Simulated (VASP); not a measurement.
# Pd (Fd-3m) in VASP: further runs, part 2 of 2

VASP 6.6.1.

**4. Single point, PBEsol**

This run uses another cell than the first one, of 22.97 Å³/atom, 1.111 times its volume.

The input, INCAR:

```
SYSTEM = Pd
  ALGO = Normal
  EDIFF = 1E-6
  ENCUT = 520
  GGA = PS
  ISIF = 2
  ISMEAR = -1
  LASPH = .True.
  LCHARG = .False.
  LREAL = .False.
  LWAVE = .False.
  NBANDS = 17
  NELM = 80
  PREC = Accurate
  SIGMA = 0.05
```

The input, KPOINTS:

```
k-points
0
Gamma
  12 12 12
  0 0 0
```

The input, POSCAR:

```
Pd
1.0
    0.0000000000      2.8427025779      2.8427025779
    2.8427025779      0.0000000000      2.8427025779
    2.8427025779      2.8427025779      0.0000000000
Pd
2
Direct
   -0.1250000000     -0.1250000000     -0.1250000000
    0.1250000000      0.1250000000      0.1250000000
```

Run with:

```sh
$ cat potpaw_PBE.64/Pd/POTCAR > POTCAR
$ mpirun -np 1 vasp_std > vasp.out
```

Wall time 31 s (1 thread of Intel Xeon 6975P-C, shared host); peak memory 0.2 GiB.

Results (log left out):

| Quantity | Value |
| --- | --- |
| Free energy | -9.2575 eV |
| Pressure | -0.4 GPa |
| Band gap on the k mesh | zero (band 10 reaches 4.49 eV, above the bottom of band 11 at 4.08 eV) |

Levels at points of the mesh, in eV from the Fermi level:
| k point | band 6 | band 7 | band 8 | band 9 | band 10 | band 11 | band 12 | band 13 | band 14 | band 15 |
| --- | --- | --- | --- | --- | --- | --- | --- | --- | --- | --- |
| (0.00, 0.00, 0.00) | -3.46 | -1.43 | -1.43 | -1.43 | -0.15 | -0.15 | 12.00 | 12.00 | 12.00 | 12.44 |
| (0.50, 0.00, 0.00) | -3.23 | -1.08 | -1.08 | -0.35 | -0.35 | -0.22 | 1.34 | 8.73 | 8.73 | 10.59 |
| (0.50, 0.50, 0.00) | -2.05 | -1.95 | -1.95 | -0.15 | -0.15 | 1.96 | 1.96 | 4.82 | 4.82 | 9.69 |

Caveat: the PAW data sets were made with another functional, which shifts forces and pressure a little.

**5. Relaxation of cell and atoms, PBEsol**

This run uses another cell than the first one, of 18.24 Å³/atom, 0.882 times its volume.

The input, INCAR:

```
PREC = Accurate ; ENCUT = 600
EDIFF = 1E-6 ; ISMEAR = -1
SIGMA = 0.05 ; LREAL = False
LASPH = True ; NELM = 60
ALGO = Normal ; ISIF = 3
LWAVE = False ; LCHARG = False
GGA = PS ; IBRION = 2
NSW = 60 ; EDIFFG = -0.005
```

The input, KPOINTS:

```
regular mesh
0
Gamma
  12 12 12
```

The input, POSCAR:

```
Pd
1.0
    0.0000000000      2.6321573378      2.6321573378
    2.6321573378      0.0000000000      2.6321573378
    2.6321573378      2.6321573378      0.0000000000
Pd
2
Direct
   -0.1250000000     -0.1250000000     -0.1250000000
    0.1250000000      0.1250000000      0.1250000000
```

Run with:

```sh
$ cat potpaw_PBE.64/Pd/POTCAR > POTCAR
$ mpirun -np 1 vasp_std > vasp.out
```

Wall time 3 min (1 thread of Intel Xeon 6975P-C, shared host); peak memory 0.2 GiB.

Results (log left out):

```yaml
Free_energy: -9.2523 eV
Relaxed_volume: 22.84 Å³/atom
Relaxed_cell: a = 4.012 Å, b = 4.012 Å, c = 4.012 Å, α = 60.00°, β = 60.00°, γ = 60.00°
Space_group_after_relaxing_to_0.05_Å: Fd-3m (No. 227)
Energy_gained_by_relaxing: 384.8 meV/atom
Ionic_steps: 19
Pressure_after_relaxing: 0.0 GPa
Band_gap_on_the_k_mesh: zero (band 10 reaches 4.56 eV, above the bottom of band 11 at 4.15 eV)
```

Step by step:
```
step  energy change (eV)  largest force (eV/Å)  pressure (GPa)  volume (Å³)
   1              0.0000                0.0000           33.52        36.47
   2             -0.0853                0.0000          -10.97        60.54
   3             -0.7679                0.0000           -1.00        46.26
   4             -0.7695                0.0000           -0.32        45.87
   5             -0.7696                0.0000            0.05        45.67
   6             -0.7696                0.0000            0.06        45.67
   7             -0.7696                0.0000            0.06        45.67
   8             -0.7696                0.0000            0.06        45.67
   9             -0.7696                0.0000            0.06        45.67
  10             -0.7696                0.0000            0.06        45.67
  11             -0.7696                0.0000            0.06        45.67
  12             -0.7696                0.0000            0.06        45.67
  13             -0.7696                0.0000            0.06        45.67
  14             -0.7696                0.0000            0.06        45.67
  15             -0.7696                0.0000            0.06        45.67
  16             -0.7696                0.0000            0.06        45.67
  17             -0.7696                0.0000            0.06        45.67
  18             -0.7696                0.0000            0.05        45.67
  19             -0.7696                0.0000            0.03        45.67
```

Final structure:
```xyz
2
Lattice="0.0000 2.8372 2.8372 2.8372 0.0000 2.8372 2.8372 2.8372 0.0000" Properties=species:S:1:pos:R:3 pbc="T T T"
Pd    4.9650    4.9650    4.9650
Pd    0.7093    0.7093    0.7093
```

Levels at points of the mesh, in eV from the Fermi level:
| k point | band 7 | band 8 | band 9 | band 10 | band 11 | band 12 | band 13 | band 14 |
| --- | --- | --- | --- | --- | --- | --- | --- | --- |
| (0.00, 0.00, 0.00) | -1.45 | -1.45 | -1.45 | -0.15 | -0.15 | 12.05 | 12.05 | 12.05 |
| (0.50, 0.00, 0.00) | -1.09 | -1.09 | -0.35 | -0.35 | -0.24 | 1.35 | 8.76 | 8.76 |
| (0.50, 0.50, 0.00) | -1.97 | -1.97 | -0.15 | -0.15 | 1.96 | 1.96 | 4.83 | 4.83 |

Caveat: the volume moved by over 15 % at a fixed basis, so the end points are rough; the PAW data sets were made with another functional, which shifts forces and pressure a little.

**6. Single point, PBEsol (volume scaled by 0.4)**

The input, INCAR:

```
SYSTEM = Pd
ALGO = Normal ; EDIFF = 1E-6
ENCUT = 540 ; GGA = PS
GGA_COMPAT = .False. ; ISIF = 2
ISMEAR = -1 ; LASPH = .True.
LCHARG = .False. ; LREAL = .False.
LWAVE = .False. ; NBANDS = 25
NELM = 120 ; PREC = Accurate
SIGMA = 0.05
```

The input, KPOINTS:

```
k-points
0
Gamma
  12 12 12
  0 0 0
```

The input, POSCAR:

```
Pd
1.0
    0.0000000000      2.0945211676      2.0945211676
    2.0945211676      0.0000000000      2.0945211676
    2.0945211676      2.0945211676      0.0000000000
Pd
2
Direct
   -0.1250000000     -0.1250000000     -0.1250000000
    0.1250000000      0.1250000000      0.1250000000
```

Potentials or basis: VASP PAW PBE potentials, release 64 (Pd_sv_GW).

Run with:

```sh
$ cat potpaw_PBE.64/Pd_sv_GW/POTCAR > POTCAR
$ mpirun -np 1 vasp_std > vasp.out
```

Wall time 53 s (1 thread of AMD EPYC 7R43 (Zen 3), shared host); peak memory 0.13 GiB.

The run converged, but its numbers aren't listed here, since they failed a check.

Caveat: the cell differs from its parent crystal (volume scaled by 0.4); the PAW data sets were made with another functional, which shifts forces and pressure a little.

**7. Relaxation of cell and atoms, PBEsol**

This run uses another cell than the first one, of 18.24 Å³/atom, 0.882 times its volume.

The input, INCAR:

```
PREC = Accurate ; ENCUT = 540
EDIFF = 1E-7 ; ISMEAR = -1
SIGMA = 0.05 ; LREAL = False
LASPH = True ; NELM = 120
ALGO = Normal ; ISIF = 3
LWAVE = False ; LCHARG = False
GGA = PS ; IBRION = 2
NSW = 60 ; EDIFFG = -0.005
GGA_COMPAT = False ; NELMIN = 4
```

The input, KPOINTS:

```
regular mesh
0
Gamma
  12 12 12
```

The input, POSCAR:

```
Pd
1.0
    0.0000000000      2.6321573378      2.6321573378
    2.6321573378      0.0000000000      2.6321573378
    2.6321573378      2.6321573378      0.0000000000
Pd
2
Direct
   -0.1250000000     -0.1250000000     -0.1250000000
    0.1250000000      0.1250000000      0.1250000000
```

Run with:

```sh
$ cat potpaw_PBE.64/Pd_sv_GW/POTCAR > POTCAR
$ mpirun -np 1 vasp_std > vasp.out
```

Wall time 2.9 min (1 thread of AMD EPYC 9R45 (Zen 5), shared host); peak memory 0.18 GiB.

It converged, with:

```
Free energy                            : -6.1958 eV
Relaxed volume                         : 22.44 Å³/atom
Relaxed cell                           : a = 3.989 Å, b = 3.989 Å, c = 3.989 Å, α = 60.00°, β = 60.00°, γ = 60.00°
Space group after relaxing (to 0.05 Å) : Fd-3m (No. 227)
Energy gained by relaxing              : 353.1 meV/atom
Ionic steps                            : 5
Pressure after relaxing                : 0.0 GPa
Band gap on the k mesh                 : zero (band 18 reaches 3.91 eV, above the bottom of band 19 at 3.49 eV)
```

Step by step:
```csv
step,energy change (eV),largest force (eV/Å),pressure (GPa),volume (Å³)
1,0.0000,0.0000,33.63,36.47
2,0.0503,0.0000,-11.41,60.64
3,-0.7022,0.0000,-1.53,45.73
4,-0.7057,0.0000,-0.57,45.19
5,-0.7063,0.0000,0.02,44.89
```

Final structure:
```yaml
crystal:
  lattice:
    - [0.00000, 2.82080, 2.82080]
    - [2.82080, 0.00000, 2.82080]
    - [2.82080, 2.82080, 0.00000]
  atoms:
    - { symbol: Pd, position: [0.87500, 0.87500, 0.87500] }
    - { symbol: Pd, position: [0.12500, 0.12500, 0.12500] }
```

Levels at points of the mesh, in eV from the Fermi level:
```tsv
k point	band 14	band 15	band 16	band 17	band 18	band 19	band 20	band 21	band 22
(0.00, 0.00, 0.00)	-3.57	-1.49	-1.49	-1.49	-0.16	-0.16	12.18	12.18	12.18
(0.50, 0.00, 0.00)	-3.33	-1.12	-1.12	-0.36	-0.36	-0.29	1.37	8.86	8.86
(0.50, 0.50, 0.00)	-2.11	-2.03	-2.03	-0.16	-0.16	1.98	1.98	4.84	4.84
```

Caveat: the volume moved by over 15 % at a fixed basis, so the end points are rough; the PAW data sets were made with another functional, which shifts forces and pressure a little.

**8. Summary**

| task | potentials or basis | cell | cutoff (eV) | second run | gap on the mesh (eV) | pressure (GPa) | relaxed volume (Å³/atom) |
| --- | --- | --- | --- | --- | --- | --- | --- |
| single point | VASP PAW PBE potentials, release 64 (Pd) | a = 3.881 Å, angles 60.0°, 2 atoms | 520 | - | none | 10.9 | - |
| single point | VASP PAW PBE potentials, release 64 (Pd) | a = 4.020 Å, angles 60.0°, 2 atoms | 520 | - | none | -0.4 | - |
| relaxation of cell and atoms | VASP PAW PBE potentials, release 64 (Pd) | relaxed from a = 3.722 Å, angles 60.0°, 2 atoms | 600 | - | none | 0.0 | 22.84 |
| relaxation of cell and atoms | VASP PAW PBE potentials, release 64 (Pd_sv_GW) | relaxed from a = 3.722 Å, angles 60.0°, 2 atoms | 540 | valence_matched | none | 0.0 | 22.44 |

Alike in all rows: level PBEsol; no spin polarisation; k mesh 12 × 12 × 12; smearing fermi-dirac 0.05 eV.

Caveats: the PAW data sets were made with another functional, which shifts forces and pressure a little; the volume moved by over 15 % at a fixed basis, so the end points are rough (some runs).

Total energies depend on the potentials used, so only differences within one code and one set of settings carry meaning.
